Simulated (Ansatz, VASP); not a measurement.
**Two plane-wave programs on SiC**

```
Si C
1.0
     2.86475    0.00000    0.00000
    -1.43238    2.48095    0.00000
     0.00000    0.00000    2.55815
Si C
1 1
Direct
  0.66667 0.33333 0.50000
  0.33333 0.66667 0.00000
```

Alike in both runs: functional PBE; k mesh 6 × 6 × 6; occupations gaussian, width 0.1 eV; no spin polarisation.

Ansatz relaxed the structure, and its values are those at the end. VASP's run is a single point on that final structure, the one shown.

|  | VASP | Ansatz |
| --- | --- | --- |
| version | VASP 6.6.1 | Ansatz 0.2.0 |
| potentials or method | VASP PAW PBE potentials, release 64 (Si, C), cutoff 600 eV | scalar-relativistic, plane waves, PAW |
| valence electrons in the cell | 8 | 8 |

```csv
,VASP,Ansatz,Ansatz less VASP
gap on the k mesh at the Fermi level (eV),none,none,-
pressure (GPa),-0.1,-0.1,0.00
```

A gap of «none» marks a metal or a gap that the smearing closes. The functional is the same, so the differences come from potentials, cutoffs and numerics.

The k mesh is coarse, so the values compare programs but aren't converged.
